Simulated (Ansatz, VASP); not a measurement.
**TiW3: VASP beside Ansatz**

```
Ti W
1.0
     2.79866    0.00000    0.00000
    -1.39933    2.42371    0.00000
     0.00000    0.00000    9.78540
Ti W
1 3
Direct
  0.33333 0.66667 0.00000
  0.33333 0.66667 0.50000
  0.66667 0.33333 0.24913
  0.66667 0.33333 0.75087
```

Alike in both runs: functional PBE; k mesh 6 × 6 × 2; occupations gaussian, width 0.1 eV; no spin polarisation.

Ansatz relaxed the structure, and its values are those at the end. VASP's run is a single point on that final structure, the one shown.

|  | VASP | Ansatz |
| --- | --- | --- |
| version | VASP 6.6.1 | Ansatz 0.2.0 |
| potentials or method | VASP PAW PBE potentials, release 64 (Ti_sv, W_sv), cutoff 520 eV | scalar-relativistic, plane waves, PAW |
| valence electrons in the cell | 54 | 54 |

|  | VASP | Ansatz | Ansatz less VASP |
| --- | --- | --- | --- |
| gap on the k mesh at the Fermi level (eV) | none | none | - |
| pressure (GPa) | 0.5 | 0.3 | -0.21 |
| rms of the force components (eV/Å) | 0.013 | 0.005 | -0.0083 |

A gap of «none» marks a metal or a gap that the smearing closes. The functional is the same, so the differences come from potentials, cutoffs and numerics.

The k mesh is coarse, so the values compare programs but aren't converged. Neither program's run includes spin-orbit coupling.
